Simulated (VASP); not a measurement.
Wanted: the native input for a VASP 6.6.1 run.

- Task: single point
- Functional: BLYP
- Potentials or basis: VASP PAW PBE potentials, release 64 (Mn_pv, S)
- Cutoff: 520 eV
- k mesh: 9 × 9 × 9
- Occupations: fermi-dirac, width 0.05 eV
- Spin: collinear spin, ferromagnetic start
- Starting moments: [4.0, 0.0] μB
- Dipole correction: no
- Further INCAR settings: ALGO = Normal; EDIFF = 1e-06; NBANDS = 20

The structure of MnS lies in POSCAR:

```
MnS
1.0
    0.0000000000      2.6259147438      2.6259147438
    2.6259147438      0.0000000000      2.6259147438
    2.6259147438      2.6259147438      0.0000000000
Mn S
1 1
Direct
    0.0000000000      0.0000000000      0.0000000000
    0.5000000000      0.5000000000      0.5000000000
```

One way to write it, as run:

INCAR

```
  AGGAC = 1.0
  AGGAX = 1.0
  ALDAC = 0.0
  ALDAX = 1.0
  ALGO = Normal
  EDIFF = 1E-6
  ENCUT = 520
  GGA = B5
  ISIF = 2
  ISMEAR = -1
  ISPIN = 2
  LASPH = T
  LCHARG = T
  LELF = T
  LMAXMIX = 4
  LORBIT = 11
  LREAL = F
  LVHAR = T
  LWAVE = F
  MAGMOM = 4 0
  NBANDS = 20
  NELM = 150
  PREC = Accurate
  SIGMA = 0.05
```

KPOINTS

```
k-points
0
Gamma
  9 9 9
```

Potentials or basis: VASP PAW PBE potentials, release 64 (Mn_pv, S).

Command:

```bash
$ cat potpaw_PBE.64/Mn_pv/POTCAR potpaw_PBE.64/S/POTCAR > POTCAR
$ mpirun -np 1 vasp_std > vasp.out
```

It gave:

* Pressure: 0.0 GPa
* Net moment: 4.70 μB per cell
* Site moments: Mn +4.23; S +0.13 μB
* Valence electrons inside the program's atomic spheres: Mn 11.33; S 3.76

Caveat: the PAW data sets were made with another functional, which shifts forces and pressure a little; a cell with one magnetic atom can't hold antiferromagnetic order, which such compounds often take.

Run time: 67 s on 1 thread of Intel(R) Xeon(R) Platinum 8259CL CPU @ 2.50GHz (Skylake/Cascade Lake), on a shared host, peak memory 0.19 GiB.
